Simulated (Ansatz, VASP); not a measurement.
## Cl: VASP beside Ansatz

```
Cl
1.0
     3.44800   -1.94071    0.00000
     3.44800    1.94071    0.00000
     0.00000    0.00000    8.00014
Cl
4
Direct
  0.87329 0.12671 0.11123
  0.62671 0.37329 0.61123
  0.12671 0.87329 0.88877
  0.37329 0.62671 0.38877
```

Alike in both runs: task single point; functional PBEsol; k mesh 8 × 8 × 4; occupations gaussian, width 0.02 eV; no spin polarisation.

```csv
,VASP,Ansatz
version,VASP 6.6.1,Ansatz 0.2.0
potentials or method,"VASP PAW PBE potentials, release 64 (Cl), cutoff 520 eV","scalar-relativistic, plane waves, PAW"
valence electrons in the cell,28,28
```

VASP gave:

```
gap on the k mesh at the Fermi level (eV) : 2.07
least direct gap on the mesh (eV)         : 2.07
```

Q: Which values does Ansatz return?

A: gap on the k mesh at the Fermi level (eV): 2.02; least direct gap on the mesh (eV): 2.02.

VASP's potentials were made for PBE, not for PBEsol. With one functional, cell and mesh, what is left measures potentials, basis and numerics.
